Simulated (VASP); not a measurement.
ScIn2N3: single point with PBE

ScIn2N3:

```
CELL_PARAMETERS angstrom
3.47869 0.00000 0.00000
0.00000 3.47869 0.00000
0.00000 0.00000 7.55852
ATOMIC_POSITIONS crystal
Sc 0.00000 0.00000 0.00000
In 0.50000 0.00000 0.26261
In 0.00000 0.50000 0.73739
N 0.50000 0.00000 0.62505
N 0.00000 0.50000 0.37495
N 0.50000 0.50000 0.00000
```

The cell was built from a structure type or drawn by symmetry, and may not be a known phase.

```yaml
Program: VASP 6.6.1
Task: single point
Functional: PBE
Potentials_or_basis: VASP PAW PBE potentials, release 64 (Sc_sv, In_d, N)
Cutoff: 520 eV
k_mesh: 6 × 6 × 2
Occupations: gaussian, width 0.1 eV
Spin: collinear spin, ferromagnetic start
Starting_moments: "[0.0, 0.0, 0.0, 1.0, 1.0, 1.0] μB"
Dipole_correction: no
Further_INCAR_settings: ALGO = Normal; EDIFF = 1e-07; NBANDS = 39
```

```json
{
  "Pressure": "-8.7 GPa",
  "Largest force": "5.820 eV/Å",
  "Net moment": "0.63 μB per cell",
  "Site moments": "Sc -0.06; In -0.03; N +0.27, +0.02 (each value once) μB",
  "Valence electrons inside the program's atomic spheres": "Sc 9.53; In 11.30; N 3.40, 3.52 (each value once)"
}
```

Forces in eV/Å, atoms in the order of the input:
```
Sc   0.000  0.000  0.000
In   0.000  0.000  5.820
In   0.000  0.000 -5.820
N    0.000  0.000  1.639
N    0.000  0.000 -1.639
N    0.000  0.000  0.000
```

Stress tensor (GPa, compression positive):
```
-16.80   0.00   0.00
  0.00 -16.80   0.00
  0.00   0.00   7.60
```

Levels at points of the mesh, in eV from the Fermi level:
Spin up:
| k point | band 24 | band 25 | band 26 | band 27 | band 28 | band 29 |
| --- | --- | --- | --- | --- | --- | --- |
| (0.00, 0.00, 0.00) | -1.15 | -1.14 | -0.78 | -0.78 | -0.47 | 1.69 |
| (0.50, 0.00, 0.00) | -1.36 | -0.44 | -0.33 | 0.65 | 1.35 | 1.63 |
| (0.50, 0.50, 0.00) | -2.31 | -2.31 | -0.65 | 0.05 | 0.05 | 1.18 |
| (0.00, 0.00, 0.50) | -1.57 | -0.44 | -0.44 | -0.33 | 0.77 | 0.84 |
| (0.50, 0.00, 0.50) | -0.46 | -0.34 | -0.34 | 0.14 | 1.14 | 1.68 |
| (0.50, 0.50, 0.50) | -1.48 | -1.48 | -1.38 | -1.23 | -1.23 | 1.60 |
Spin down:
| k point | band 22 | band 23 | band 24 | band 25 | band 26 | band 27 | band 28 | band 29 | band 30 | band 31 |
| --- | --- | --- | --- | --- | --- | --- | --- | --- | --- | --- |
| (0.00, 0.00, 0.00) | -0.96 | -0.91 | -0.79 | -0.79 | -0.48 | -0.39 | -0.39 | 1.73 | 1.73 | 2.21 |
| (0.50, 0.00, 0.00) | -2.45 | -1.44 | -0.98 | 0.02 | 0.21 | 0.84 | 1.44 | 1.57 | 1.91 | 2.78 |
| (0.50, 0.50, 0.00) | -2.95 | -2.30 | -2.15 | -2.15 | -0.34 | 0.31 | 0.31 | 1.20 | 2.32 | 2.32 |
| (0.00, 0.00, 0.50) | -1.26 | -1.19 | -1.19 | -0.29 | 0.01 | 0.01 | 0.88 | 1.12 | 1.65 | 1.65 |
| (0.50, 0.00, 0.50) | -3.10 | -1.54 | -0.01 | 0.11 | 0.19 | 0.20 | 1.20 | 1.63 | 2.20 | 2.88 |
| (0.50, 0.50, 0.50) | -2.90 | -1.68 | -1.30 | -1.30 | -1.19 | -1.06 | -1.06 | 1.71 | 3.05 | 3.08 |

It took 90 s on 1 thread of Intel(R) Xeon(R) 6975P-C (Granite Rapids) (shared host), peak memory 0.29 GiB.

Caveat: the k points lie up to 0.42 Å⁻¹ apart; spin-orbit coupling is left out, which moves the levels of the heavy elements; forces of over 1 eV/Å act on the atoms, so gaps and moduli don't describe the material at rest.
